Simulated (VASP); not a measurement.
Wanted: the native input for a VASP 6.6.1 run.

```
Task                   : relaxation of cell and atoms
Functional             : PBE
Potentials or basis    : VASP PAW PBE potentials, release 64 (Ga_d, O)
Cutoff                 : 600 eV
k mesh                 : 6 × 6 × 6
Occupations            : gaussian, width 0.02 eV
Spin                   : no spin polarisation
Dipole correction      : no
Further INCAR settings : ALGO = Normal; EDIFF = 1e-06; IBRION = 2; EDIFFG = -0.01; NSW = 100; ISIF = 3
```

The structure of Ga2O3 lies in POSCAR:

```
Ga2O3
1.0
    2.5286557284      1.4599200655      4.5416941020
   -2.5286557284      1.4599200655      4.5416941020
    0.0000000000     -2.9198401310      4.5416941020
Ga O
4 6
Direct
    0.3557656956      0.3557656956      0.3557656956
    0.1442343044      0.1442343044      0.1442343044
    0.6442343044      0.6442343044      0.6442343044
    0.8557656956      0.8557656956      0.8557656956
    0.5531629561      0.9468370439      0.2500000000
    0.2500000000      0.5531629561      0.9468370439
    0.9468370439      0.2500000000      0.5531629561
    0.4468370439      0.0531629561      0.7500000000
    0.7500000000      0.4468370439      0.0531629561
    0.0531629561      0.7500000000      0.4468370439
```

These files were run (other wordings do the same):

INCAR

```
SYSTEM = Ga2O3
PREC = Accurate ; ENCUT = 600
EDIFF = 1E-6 ; ISMEAR = 0
SIGMA = 0.02 ; LREAL = .FALSE.
LASPH = .TRUE. ; NELM = 100
ALGO = Normal ; ISIF = 3
LWAVE = .FALSE. ; LCHARG = .FALSE.
GGA = PE ; IBRION = 2
NSW = 100 ; EDIFFG = -0.01
```

KPOINTS

```
Automatic mesh
0
G
  6 6 6
  0 0 0
```

Potentials or basis: VASP PAW PBE potentials, release 64 (Ga_d, O).

The run is started by

```bash
$ cat potpaw_PBE.64/Ga_d/POTCAR potpaw_PBE.64/O/POTCAR > POTCAR
$ mpirun -np 1 vasp_std > vasp.out
```

It gave:

```json
{
  "Relaxed volume": "10.09 Å³/atom",
  "Relaxed cell": "a = 5.404 Å, b = 5.404 Å, c = 5.404 Å, α = 55.86°, β = 55.86°, γ = 55.86°",
  "Space group after relaxing (to 0.1 Å)": "R-3c (No. 167)",
  "Energy gained by relaxing": "0.1 meV/atom",
  "Ionic steps": "5",
  "Pressure after relaxing": "0.1 GPa",
  "Largest force after relaxing": "0.009 eV/Å",
  "Band gap on the k mesh": "2.36 eV (least direct gap 2.60 eV)"
}
```

Run time: 8.2 min on 1 thread of Intel(R) Xeon(R) 6975P-C (Granite Rapids), with other jobs on the host, peak memory 0.42 GiB.
